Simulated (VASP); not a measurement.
# NaP2 (C2/m) in VASP: a series of runs, part 2 of 2

VASP 6.6.1. The steps go on from the part before.

**3. Single point, PBE**

Input file INCAR:

```
PREC     = Accurate       # precision mode
ENCUT    = 520            # plane-wave cutoff, eV
EDIFF    = 1E-6           # SCF threshold, eV
ISMEAR   = 0              # smearing method
SIGMA    = 0.1            # smearing width, eV
LREAL    = False          # projectors in reciprocal space
LASPH    = True           # aspherical terms in the spheres
NELM     = 100            # most SCF steps
ALGO     = Normal         # electronic algorithm
ISIF     = 2              # what is computed and relaxed
LWAVE    = False          # write WAVECAR
LCHARG   = True           # write CHGCAR
GGA      = PE             # functional
LELF     = True           # ELF
LVHAR    = True         
NBANDS   = 16             # bands
```

Input file KPOINTS:

```
Automatic mesh
0
Gamma
  14 14 12
```

Input file POSCAR:

```
NaP2
1.0
    4.6533850000     -1.6559130000      0.0000000000
    4.6533850000      1.6559130000      0.0000000000
   -0.5277080000      0.0000000000      4.1165175000
Na P
1 2
Direct
    0.0000000000      0.0000000000      0.5000000000
    0.7056920000      0.7056920000      0.1250110000
    0.2943080000      0.2943080000      0.8749890000
```

Potentials or basis: VASP PAW PBE potentials, release 64 (Na_pv, P).

Started as:

```console
$ cat potpaw_PBE.64/Na_pv/POTCAR potpaw_PBE.64/P/POTCAR > POTCAR
$ mpirun -np 1 vasp_std > vasp.out
```

OUTCAR:

```text
PREC = Accurate
   ENCUT = 520
   EDIFF = 1E-6
   ISMEAR = 0
   LREAL = False
   LASPH = True
   NELM = 100
   ISIF = 2
   GGA = PE

 ion  position               nearest neighbor table
   1  0.000  0.000  0.500-
   2  0.706  0.706  0.125-   3 2.17   3 2.17
   3  0.294  0.294  0.875-   2 2.17   2 2.17

  LATTYP: Found a base centered monoclinic cell.
 ALAT       =     9.3067700000
 B/A-ratio  =     0.3558512782
 C/A-ratio  =     0.4459338587
 COS(beta)  =    -0.1271523082

  Lattice vectors:

 A1 = (   4.6533850000,  -1.6559130000,   0.0000000000)
 A2 = (   4.6533850000,   1.6559130000,   0.0000000000)
 A3 = (  -0.5277080000,   0.0000000000,   4.1165175000)

Analysis of symmetry for initial positions (statically):
=====================================================================
 Subroutine PRICEL returns:
 Original cell was already a primitive cell.

 Routine SETGRP: Setting up the symmetry group for a
 base centered monoclinic supercell.

 Subroutine GETGRP returns: Found  4 space group operations
 (whereof  4 operations were pure point group operations)
 out of a pool of  4 trial point group operations.

The static configuration has the point symmetry C_2h.

Analysis of symmetry for dynamics (positions and initial velocities):
=====================================================================
 Subroutine PRICEL returns:
 Original cell was already a primitive cell.

 Routine SETGRP: Setting up the symmetry group for a
 base centered monoclinic supercell.

 Subroutine GETGRP returns: Found  4 space group operations
 (whereof  4 operations were pure point group operations)
 out of a pool of  4 trial point group operations.

The dynamic configuration has the point symmetry C_2h.

 Subroutine INISYM returns: Found  4 space group operations
 (whereof  4 operations are pure point group operations),
 and found     1 'primitive' translations

----------------------------------------------------------------------------------------

                                     Primitive cell

  volume of cell :      63.4405

  direct lattice vectors                    reciprocal lattice vectors
     4.653385000 -1.655913000  0.000000000     0.107448664 -0.301948230  0.013774148
     4.653385000  1.655913000  0.000000000     0.107448664  0.301948230  0.013774148
    -0.527708000  0.000000000  4.116517500     0.000000000  0.000000000  0.242923782

  length of vectors
     4.939234741  4.939234741  4.150203858     0.320792263  0.320792263  0.242923782

  position of ions in fractional coordinates (direct lattice)
     1.000000000  1.000000000  0.500000000
     0.705692000  0.705692000  0.125011000
     0.294308000  0.294308000  0.874989000

  ion indices of the primitive-cell ions
   primitive index   ion index
                 1           1
                 2           2
                 3           3

----------------------------------------------------------------------------------------

 KPOINTS: Automatic mesh

Automatic generation of k-mesh.
 Grid dimensions read from file:
 generate k-points for:   14   14   12

 Generating k-lattice:

  Cartesian coordinates                     Fractional coordinates (reciprocal lattice)
     0.007674905 -0.021567731  0.000983868     0.071428571  0.000000000 -0.000000000
     0.007674905  0.021567731  0.000983868     0.000000000  0.071428571 -0.000000000
     0.000000000  0.000000000  0.020243649     0.000000000  0.000000000  0.083333333

  Length of vectors
     0.022913733  0.022913733  0.020243649

  Shift w.r.t. Gamma in fractional coordinates (k-lattice)
     0.000000000  0.000000000  0.000000000

 Subroutine IBZKPT returns following result:
 ===========================================

 Found    639 irreducible k-points:

 Following reciprocal coordinates:
            Coordinates               Weight
  0.000000  0.000000  0.000000      1.000000
  0.071429  0.000000  0.000000      4.000000
  0.142857  0.000000  0.000000      4.000000
  0.214286  0.000000  0.000000      4.000000
  0.285714  0.000000  0.000000      4.000000
  0.357143  0.000000  0.000000      4.000000
[... 16 lines left out ...]
  0.214286  0.142857  0.000000      4.000000
  0.285714  0.142857  0.000000      4.000000
 [... further k-points ...]
   k-points           NKPTS =    639   k-points in BZ     NKDIM =    639   number of bands    NBANDS=     16
   number of dos      NEDOS =    301   number of ions     NIONS =      3
   total plane-waves  NPLWV =  51200
   dimension x,y,z NGX =    40 NGY =   40 NGZ =   32
   dimension x,y,z NGXF=    80 NGYF=   80 NGZF=   64
   ions per type =               1   2
   NGX,Y,Z   is equivalent  to a cutoff of  13.46, 13.46, 12.82 a.u.
   NGXF,Y,Z  is equivalent  to a cutoff of  26.93, 26.93, 25.64 a.u.
 SYSTEM =  unknown system
   PREC   = accura    normal or accurate (medium, high low for compatibility)
   ISTART =      0    job   : 0-new  1-cont  2-samecut
   ICHARG =      2    charge: 1-file 2-atom 10-const
   ISPIN  =      1    spin polarized calculation?
   LNONCOLLINEAR =      F non collinear calculations
   LSORBIT =      F    spin-orbit coupling
   LASPH  =      T    aspherical Exc in radial PAW
   ENCUT  =  520.0 eV  38.22 Ry    6.18 a.u.   9.18  9.18  7.72*2*pi/ulx,y,z
   NELM   =    100;   NELMIN=  2; NELMDL= -5     # of ELM steps
   EDIFF  = 0.1E-05   stopping-criterion for ELM
   LREAL  =      F    real-space projection
   EDIFFG = 0.1E-04   stopping-criterion for IOM
   NSW    =      0    number of steps for IOM
   IBRION =     -1    ionic relax: 0-MD 1-quasi-New 2-CG
   NFREE  =      0    steps in history (QN), initial steepest desc. (CG)
   ISIF   =      2    stress and relaxation
   ISYM   =      2    0-nonsym 1-usesym 2-fastsym
   POTIM  = 0.5000    time-step for ionic-motion
   TEBEG  =    0.0;   TEEND  =   0.0 temperature during run
   PSTRESS=    0.0 pullay stress
   NELECT =      17.0000    total number of electrons
   NUPDOWN=      -1.0000    fix difference up-down
   EMIN   =  10.00;   EMAX   =-10.00  energy-range for DOS
   EFERMI =   0.00;   METHOD = LEGACY
   ISMEAR =     0;   SIGMA  =   0.10  broadening in eV -4-tet -1-fermi 0-gaus
   EFERMI_NEDOS =   21; number of points for ismear=-14 and -15
   IALGO  =     38    algorithm
   IMIX   =      4    mixing-type and parameters
     AMIX     =   0.40;   BMIX     =  1.00
     AMIX_MAG =   1.60;   BMIX_MAG =  1.00
  volume/ion in A,a.u.               =      21.15       142.71
  Fermi-wavevector in a.u.,A,eV,Ry     =   1.055445  1.994502 15.156405  1.113964
  Thomas-Fermi vector in A             =   2.190644
   LORBIT       =      0    0 simple, 1 ext, 2 COOP (PROOUT), +10 PAW based schemes
   GGA     = PE    functional components
   LHFCALC =     F    Hartree Fock is set to
   AEXX    =    0.0000 exact exchange contribution
   IVDW    =     0    specifies the selected vdW correction
   LEPSILON=     F    determine dielectric tensor
   LRPA    =     F    only Hartree local field effects (RPA)
 non-spin polarized calculation
 Gauss-broadening in eV      SIGMA  =   0.10
  energy-cutoff  :      520.00
  volume of cell :       63.44
 maximum number of plane-waves:      1730
 NGX is ok and might be reduce to    40
   NGX = 19   NGY = 19   NGZ = 15

 number of electron      17.0000006 magnetization

 Free energy of the ion-electron system (eV)
  ---------------------------------------------------
  ext. energy  EPLUGINS =         0.00000000
  ---------------------------------------------------
  free energy    TOTEN  =       -12.75069914 eV

  energy without entropy =      -12.74727447  energy(sigma->0) =      -12.74898680

 E-fermi :   4.3493     XC(G=0):  -8.8829

 val. band max:        4.3436997163   @ k =   0.2143   0.1429   0.1667
 cond. band min:       4.3515095530   @ k =  -0.2857   0.3571   0.2500
 fundamental gap:      0.0078098367
 Fermi energy:         4.3492506462

 k-point     1 :       0.0000    0.0000    0.0000
  band No.  band energies     occupation
      1     -20.3518      2.00000
      2     -20.3478      2.00000
      3     -20.3245      2.00000
      4      -9.8275      2.00000
      5      -2.3246      2.00000
      6       0.8567      2.00000
[... 8 lines left out ...]
     15      12.7046      0.00000
     16      13.3314      0.00000
[... 420 lines left out ...]
  band No.  band energies     occupation
      1     -20.3594      2.00000
      2     -20.3505      2.00000
      3     -20.3244      2.00000
      4      -9.5179      2.00000
      5      -2.7901      2.00000
      6      -0.2410      2.00000
[... 8 lines left out ...]
     15      12.2822      0.00000
     16      12.3182      0.00000

 [... further k-points ...]

------------------------ aborting loop because EDIFF is reached ----------------------------------------

  FORCE on cell =-STRESS in cart. coord.  units (eV):
  Direction    XX          YY          ZZ          XY          YZ          ZX
  --------------------------------------------------------------------------------------
  -------------------------------------------------------------------------------------
  Total       -0.0492283     -0.0851680     -0.0594662      0.0000000      0.0000000      0.0230342
  in kB       -1.2432503     -2.1509025     -1.5018067      0.0000000      0.0000000      0.5817245
  external PRESSURE =      -1.6319865 kB  Pullay stress =       0.0000000 kB

 VOLUME and BASIS-vectors are now :
 -----------------------------------------------------------------------------
  energy-cutoff  :      520.00
  volume of cell :       63.44
      direct lattice vectors                 reciprocal lattice vectors
     4.653385000 -1.655913000  0.000000000     0.107448664 -0.301948230  0.013774148
     4.653385000  1.655913000  0.000000000     0.107448664  0.301948230  0.013774148
    -0.527708000  0.000000000  4.116517500     0.000000000  0.000000000  0.242923782

 POSITION                                       TOTAL-FORCE (eV/Angst)
 -----------------------------------------------------------------------------------
     -0.26385      0.00000      2.05826         0.000000      0.000000      0.000000
      6.50174      0.00000      0.51461         0.048549      0.000000     -0.050354
      2.27732      0.00000      3.60191        -0.048549      0.000000      0.050354
 -----------------------------------------------------------------------------------
    total drift:                                0.000000     -0.000000      0.000000

  FREE ENERGIE OF THE ION-ELECTRON SYSTEM (eV)
  ---------------------------------------------------
  free  energy   TOTEN  =       -12.7506991351 eV

  energy  without entropy=      -12.7472744729  energy(sigma->0) =      -12.74898680
```

Wall time 11 min (1 thread of Intel Xeon Platinum 8488C (Sapphire Rapids), shared host); peak memory 0.62 GiB.

What came out:

* Free energy: -12.7507 eV
* Pressure: -0.2 GPa
* Largest force: 0.070 eV/Å

Forces on the atoms (eV/Å):
```
Na   0.000  0.000  0.000
P    0.049  0.000 -0.050
P   -0.049  0.000  0.050
```
